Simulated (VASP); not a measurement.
Mn3O4:

```xyz
14
Lattice="-2.8795 2.8795 4.7300 2.8795 -2.8795 4.7300 2.8795 2.8795 -4.7300" Properties=species:S:1:pos:R:3 pbc="T T T"
Mn    0.0000    0.0000    0.0000
Mn    0.0000    2.8795    2.3650
Mn    0.0000    1.4398    5.9125
Mn    1.4398    0.0000    3.5475
Mn    2.8795    1.4398    1.1825
Mn    1.4398    2.8795   -1.1825
O     0.0000    1.2670    3.6326
O     1.6125    0.0000    1.2676
O     2.8795    1.6125   -1.0974
O     4.1465    0.0000    1.2676
O     2.8795   -1.2670    3.4624
O     1.6125    2.8795    1.0974
O     2.8795    1.2670    3.4624
O     1.2670    0.0000    5.8274
```

Base run:

```yaml
Program: VASP 6.6.1
Functional: LDA
Potentials_or_basis: VASP PAW LDA potentials, release 64 (Mn_pv, O)
Cutoff: 520 eV
k_mesh: 3 × 3 × 4
Occupations: fermi-dirac, width 0.02 eV
Spin: collinear spin, ferrimagnetic start
Starting_moments: "[4.5, 4.5, -4.5, 4.5, 4.5, -4.5, 0.0, 0.0, 0.0, 0.0, 0.0, 0.0, 0.0, 0.0] μB"
Hubbard_terms: Mn d U = 3.9 eV
```

Its results: band gap on the k mesh 1.34 eV (least direct gap 1.40 eV); pressure -3.7 GPa; net moment 10.00 μB per cell; site moments Mn +4.51, -3.68, +3.81 (each value once); O -0.02, +0.06 (each value once) μB; largest force 0.395 eV/Å.

Q: The run is repeated on the same cell with these changes: further incar settings from ALGO = Normal; EDIFF = 1e-06; NBANDS = 80 to ALGO = Normal; EDIFF = 1e-07; NBANDS = 80; ISYM = 0; moments at the start from [4.5, 4.5, -4.5, 4.5, 4.5, -4.5, 0.0, 0. to [2.93, 2.93, 2.93, 2.93, 2.93, -2.93, 0.. What comes out?

A: Band gap on the k mesh 1.00 eV (least direct gap 1.36 eV); pressure -2.7 GPa; net moment 18.00 μB per cell; site moments Mn +4.52, +3.84, +3.82, -3.66 (each value once); O +0.06, +0.05, -0.03 (each value once) μB; largest force 0.508 eV/Å.

Caveats: the cell stands under tension (at least some runs).

A k mesh can miss the band edges.
